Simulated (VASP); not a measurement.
## Cs2ZnSiCl6: single point with HSE06

Cs2ZnSiCl6:

```
Cs Si Zn Cl
1.0
     0.00000    5.17020    5.17020
     5.17020    0.00000    5.17020
     5.17020    5.17020    0.00000
Cs Si Zn Cl
2 1 1 6
Cartesian
  2.5851 2.5851 2.5851
  7.7553 7.7553 7.7553
  0.0000 0.0000 0.0000
  5.1702 5.1702 5.1702
  2.5465 5.1702 5.1702
  5.1702 2.5465 5.1702
  7.7939 5.1702 5.1702
  5.1702 7.7939 5.1702
  5.1702 5.1702 2.5465
  5.1702 5.1702 7.7939
```

```yaml
Program: VASP 6.6.1
Task: single point
Functional: HSE06
Potentials_or_basis: VASP PAW PBE potentials, release 64 (Cs_sv, Si, Zn, Cl)
Cutoff: 400 eV
k_mesh: 2 × 2 × 2
Occupations: fermi-dirac, width 0.1 eV
Spin: no spin polarisation
```

The pressure is -0.5 GPa. The largest force is 0.692 eV/Å. The band gap on the k mesh is 1.45 eV (least direct gap 2.05 eV).

Forces on the atoms (eV/Å):
```
Cs   0.000  0.000  0.000
Cs   0.000  0.000  0.000
Si   0.000  0.000  0.000
Zn   0.000  0.000  0.000
Cl   0.692  0.000  0.000
Cl   0.000  0.692  0.000
Cl  -0.692  0.000  0.000
Cl   0.000 -0.692  0.000
Cl   0.000  0.000  0.692
Cl   0.000  0.000 -0.692
```

Levels at points of the mesh, in eV from the valence-band top:
| k point | band 36 | band 37 | band 38 | band 39 | band 40 | band 41 |
| --- | --- | --- | --- | --- | --- | --- |
| (0.00, 0.00, 0.00) | -2.32 | -2.32 | -2.32 | 3.53 | 3.53 | 3.53 |
| (0.50, 0.00, 0.00) | -2.60 | -2.60 | -0.60 | 1.45 | 5.11 | 5.11 |
| (0.50, 0.50, 0.00) | -2.91 | -2.34 | 0.00 | 3.38 | 4.16 | 4.16 |

Run time: 9 min on 1 thread of Intel(R) Xeon(R) Platinum 8259CL CPU @ 2.50GHz (Skylake/Cascade Lake), on a shared host, peak memory 0.47 GiB.

Caveat: the k points lie up to 0.53 Å⁻¹ apart; the PAW data sets were made with another functional, which shifts forces and pressure a little; spin-orbit coupling is left out, which moves the levels of the heavy elements. A k mesh can miss the band edges.
